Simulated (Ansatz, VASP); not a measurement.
**One calculation of Ga, two programs**

```
Ga
1.0
     2.85916    0.00000    0.00000
    -1.42958    2.47611    0.00000
     0.00000    0.00000    2.73717
Ga
1
Direct
  0.00000 0.00000 0.00000
```

Alike in both runs: functional PBE; k mesh 17 × 17 × 15; occupations fermi-dirac, width 0.05 eV; no spin polarisation.

Ansatz relaxed the structure, and its values are those at the end. VASP's run is a single point on that final structure, the one shown.

|  | VASP | Ansatz |
| --- | --- | --- |
| version | VASP 6.6.1 | Ansatz 0.2.0 |
| potentials or method | VASP PAW PBE potentials, release 64 (Ga_d) | PAW with Ansatz's default frozen-core files, scalar-relativistic |
| plane-wave cutoff (eV) | 520 | 420 |
| valence electrons in the cell | 13 | 13 |

VASP gave:

```
pressure (GPa) : 0.1
```

Question: Which values does Ansatz return?

Answer: Pressure (GPa): 0.0.

The functional is the same, so the differences come from potentials, cutoffs and numerics.
